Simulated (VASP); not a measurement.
Set up this calculation in VASP 6.6.1, as the native input.

```
Task                    : density of states
Functional              : PBEsol
Potentials or basis     : VASP PAW PBE potentials, release 64 (Ti_sv, Al)
Cutoff                  : 520 eV
k mesh                  : 8 × 8 × 8
Occupations             : gaussian, width 0.05 eV
Spin                    : no spin polarisation
Dipole correction       : no
k mesh for the DOS      : 12 × 12 × 12
Occupations for the DOS : tetrahedron
Further INCAR settings  : ALGO = Normal; EDIFF = 1e-06
```

Crystal: TiAl3.

```
CELL_PARAMETERS angstrom
3.95567 0.00000 0.00000
0.00000 3.95567 0.00000
0.00000 0.00000 3.95567
ATOMIC_POSITIONS crystal
Ti 0.00000 0.00000 0.00000
Al 0.50000 0.50000 0.00000
Al 0.50000 0.00000 0.50000
Al 0.00000 0.50000 0.50000
```

One way to write it, as run:

POSCAR

```
TiAl3
1.0
    3.9556712500      0.0000000000      0.0000000000
    0.0000000000      3.9556712500      0.0000000000
    0.0000000000      0.0000000000      3.9556712500
Ti Al
1 3
Direct
    0.0000000000      0.0000000000      0.0000000000
    0.5000000000      0.5000000000      0.0000000000
    0.5000000000      0.0000000000      0.5000000000
    0.0000000000      0.5000000000      0.5000000000
```

INCAR.step1

```
PREC     = Accurate       # precision mode
ENCUT    = 520            # plane-wave cutoff, eV
EDIFF    = 1E-6           # SCF threshold, eV
ISMEAR   = 0              # smearing method
SIGMA    = 0.05           # smearing width, eV
LREAL    = F              # projectors in reciprocal space
LASPH    = T              # aspherical terms in the spheres
NELM     = 80             # most SCF steps
ALGO     = Normal         # electronic algorithm
ISIF     = 2              # what is computed and relaxed
LWAVE    = F              # write WAVECAR
LCHARG   = T              # write CHGCAR
LMAXMIX  = 4              # l up to which the mixer works
GGA      = PS             # functional
NBANDS   = 18             # bands
```

KPOINTS.step1

```
Automatic mesh
0
Gamma
  8 8 8
```

INCAR.step2

```
PREC     = Accurate       # precision mode
ENCUT    = 520            # plane-wave cutoff, eV
EDIFF    = 1E-6           # SCF threshold, eV
ISMEAR   = -5             # smearing method
SIGMA    = 0.05           # smearing width, eV
LREAL    = F              # projectors in reciprocal space
LASPH    = T              # aspherical terms in the spheres
NELM     = 80             # most SCF steps
ALGO     = Normal         # electronic algorithm
ISIF     = 2              # what is computed and relaxed
LWAVE    = F              # write WAVECAR
LCHARG   = F              # write CHGCAR
LMAXMIX  = 4              # l up to which the mixer works
GGA      = PS             # functional
LORBIT   = 11             # projections on sites
NEDOS    = 2001           # points of the DOS
ICHARG   = 11             # starting density
```

KPOINTS.step2

```
Automatic mesh
0
Gamma
  12 12 12
```

Potentials or basis: VASP PAW PBE potentials, release 64 (Ti_sv, Al).

The run is started by

```console
$ cat potpaw_PBE.64/Ti_sv/POTCAR potpaw_PBE.64/Al/POTCAR > POTCAR
$ cp INCAR.step1 INCAR
$ cp KPOINTS.step1 KPOINTS
$ mpirun -np 1 vasp_std > vasp.out
$ cp INCAR.step2 INCAR
$ cp KPOINTS.step2 KPOINTS
$ mpirun -np 1 vasp_std > vasp.out
```

It gave:

The valence electrons inside the program's atomic spheres are Ti 10.35; Al 0.81.

Run time: 67 s on 1 thread of AMD EPYC 7R43 64-Core Processor (Zen 3), on a shared host, peak memory 0.17 GiB.
